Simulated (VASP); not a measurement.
## Ho3N: single point with PBE

Crystal: Ho3N.

```
CELL_PARAMETERS angstrom
5.86382 0.00000 0.00000
-2.93191 5.07822 0.00000
0.00000 0.00000 3.12836
ATOMIC_POSITIONS crystal
Ho 0.83333 0.16667 0.50000
Ho 0.83333 0.66667 0.50000
Ho 0.33333 0.16667 0.50000
N 0.33333 0.66667 0.00000
```

The cell was built from a structure type or drawn by symmetry, and may not be a known phase.

```yaml
Program: VASP 6.6.1
Task: single point
Functional: PBE
Potentials_or_basis: VASP PAW PBE potentials, release 64 (Ho_3, N), 4f in core
Cutoff: 600 eV
k_mesh: 5 × 5 × 5
Occupations: gaussian, width 0.2 eV
Spin: no spin polarisation
```

The pressure is 0.8 GPa and the band gap on the k mesh is zero (bands 16 and 17 overlap by 0.99 eV).

Stress tensor (GPa, compression positive):
```
1.09 0.00 0.00
0.00 1.09 0.00
0.00 0.00 0.28
```

Levels at points of the mesh, in eV from the Fermi level:
```tsv
k point	band 12	band 13	band 14	band 15	band 16	band 17	band 18	band 19	band 20	band 21
(0.00, 0.00, 0.00)	-1.89	-1.89	-1.41	-1.36	-1.36	0.03	0.24	0.24	0.27	2.20
```

Wall time 56 s on 1 thread of Intel(R) Xeon(R) Platinum 8259CL CPU @ 2.50GHz (Skylake/Cascade Lake) (shared host), peak memory 0.25 GiB.

Caveat: the k points lie up to 0.40 Å⁻¹ apart, too coarse for converged energies and pressures of a metal; spin-orbit coupling is left out, which moves the levels of the heavy elements; the 4f electrons are frozen in the core, so they carry no moment and show no levels; the run has no spin polarisation, though such a crystal can be magnetic. Spin polarisation is off, so any magnetic state and its effect on volume and gap are missing.
